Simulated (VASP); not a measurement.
**In2TeBr4: single point with PBE**

Crystal: In2TeBr4.

```
In Te Br
1.0
     4.24927    2.45332    4.36016
    -4.24927    2.45332    4.36016
     0.00000   -4.90663    4.36016
In Te Br
2 1 4
Direct
  0.78011 0.78011 0.78011
  0.21989 0.21989 0.21989
  0.00000 0.00000 0.00000
  0.50000 0.50000 0.00000
  0.00000 0.50000 0.50000
  0.50000 0.00000 0.50000
  0.50000 0.50000 0.50000
```

The cell was generated, and may not be a known phase.

| Quantity | Value |
| --- | --- |
| Program | VASP 6.6.1 |
| Task | single point |
| Functional | PBE |
| Potentials or basis | VASP PAW PBE potentials, release 64 (In_d, Te, Br) |
| Cutoff | 500 eV |
| k mesh | 2 × 2 × 2 |
| Occupations | gaussian, width 0.15 eV |
| Spin | no spin polarisation |

- Pressure: 0.0 GPa
- Largest force: 0.032 eV/Å
- Band gap on the k mesh: zero (bands 30 and 31 overlap by 0.06 eV)

Forces on the atoms (eV/Å):
```
In   0.000  0.000  0.032
In   0.000  0.000 -0.032
Te   0.000  0.000  0.000
Br   0.000  0.000  0.000
Br   0.000  0.000  0.000
Br   0.000  0.000  0.000
Br   0.000  0.000  0.000
```

Stress tensor (GPa, compression positive):
```
 0.19  0.00  0.00
 0.00  0.19  0.00
 0.00  0.00 -0.24
```

Levels at points of the mesh, in eV from the Fermi level:
| k point | band 27 | band 28 | band 29 | band 30 | band 31 | band 32 |
| --- | --- | --- | --- | --- | --- | --- |
| (0.00, 0.00, 0.00) | -0.10 | -0.10 | 0.04 | 0.04 | 0.05 | 2.17 |
| (0.50, 0.00, 0.00) | -0.55 | -0.30 | -0.21 | -0.03 | 0.04 | 0.70 |
| (0.50, 0.50, 0.00) | -1.56 | -0.43 | -0.22 | -0.19 | -0.02 | 0.70 |
| (0.50, 0.50, 0.50) | -1.76 | -1.76 | -1.59 | 0.01 | 0.01 | 2.84 |

It took 2.8 min on 1 thread of Intel Xeon 8259CL, on a shared host, peak memory 0.34 GiB.

Caveat: the k points lie up to 0.49 Å⁻¹ apart; semilocal functionals underestimate gaps, and a narrow one can read as zero; spin-orbit coupling is left out, which moves the levels of the heavy elements.
